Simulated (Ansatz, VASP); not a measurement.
# Two plane-wave programs on Ta

Contents of INCAR:

```
SYSTEM = Ta
PREC     = Accurate       ! precision mode
ENCUT    = 400            ! plane-wave cutoff, eV
EDIFF    = 1E-6           ! SCF threshold, eV
ISMEAR   = 1              ! smearing method
SIGMA    = 0.1            ! smearing width, eV
LREAL    = .False.        ! projectors in reciprocal space
LASPH    = .True.         ! aspherical terms in the spheres
NELM     = 120            ! most SCF steps
ALGO     = Normal         ! electronic algorithm
ISIF     = 2              ! what is computed and relaxed
LWAVE    = .False.        ! write WAVECAR
LCHARG   = .True.         ! write CHGCAR
LDIPOL   = .True.       
IDIPOL   = 3            
DIPOL    = 0.5 0.5 0.673
GGA      = PS             ! functional
LELF     = .True.         ! ELF
LVHAR    = .True.       
LVACPOTAV= .True.       
NBANDS   = 30             ! bands
GGA_COMPAT= .False.      
NELMDL   = -8
```

File KPOINTS:

```
Automatic mesh
0
Gamma
  10 10 1
  0 0 0
```

POSCAR

```
Ta
1.0
    3.3705436967      0.0000000000      0.0000000000
    0.0000000000      3.3705436967      0.0000000000
    0.0000000000      0.0000000000     26.2965096378
Ta
4
Direct
    0.0000000000      0.0000000000      0.5872057110
    0.5000000000      0.5000000000      0.6416525740
    1.0000000000      0.0000000000      0.7046991466
    0.5000000000      0.5000000000      0.7565525611
```

Input for Ansatz:

```yaml
crystal:
  lattice:
    - [3.3705436967, 0.0, 0.0]
    - [0.0, 3.3705436967, 0.0]
    - [0.0, 0.0, 26.2965096378]
  atoms:
    - { symbol: Ta, position: [0.0, 0.0, 0.587205711] }
    - { symbol: Ta, position: [0.5, 0.5, 0.641652574] }
    - { symbol: Ta, position: [1.0, 0.0, 0.7046991466] }
    - { symbol: Ta, position: [0.5, 0.5, 0.7565525611] }
basis:
  ecutwfc: 420
kpoints:
  mp_grid: { grid: [10, 10, 1] }
hamiltonian:
  xc: pbesol
  pseudopotentials: { kind: paw, azcp: { folder: soft_1 } }
scf:
  occupations: { method: methfessel_paxton, width: 0.1 }
  n_extra_bands: 8
  max_iter: 160
output:
  forces: true
  eigenvalues: true
  write_density: true
  write_potential: true
  elf: true
  volumetric_format: npy
efield:
  axis: 3
  dipole_correction: true
```

Alike in both runs: task single point; functional PBEsol; k mesh 10 × 10 × 1; occupations methfessel-paxton of order 1, width 0.1 eV; no spin polarisation.

```csv
,VASP,Ansatz
version,VASP 6.6.1,Ansatz 0.2.0
potentials or method,"VASP PAW PBE potentials, release 64 (Ta_pv), cutoff 400 eV","scalar-relativistic, plane waves, PAW"
valence electrons in the cell,44,52
```

VASP gave:

- gap on the k mesh at the Fermi level (eV): none
- rms of the force components (eV/Å): 0.166

Estimate Ansatz's values.

gap on the k mesh at the Fermi level (eV): none; rms of the force components (eV/Å): 0.167.

VASP's potentials were made for PBE, not for PBEsol, and Ansatz warns of the same on its side. Atom by atom the forces differ by 0.005 eV/Å (rms over components). A gap of «none» marks a metal or a gap that the smearing closes. With one functional, cell and mesh, what is left measures potentials, basis and numerics. VASP's potentials hold 44 valence electrons a cell and Ansatz's 52, so a difference there can come from the potentials and not from the codes. Ansatz's warnings: xc potential rough in thin density.

Neither program's run includes spin-orbit coupling.
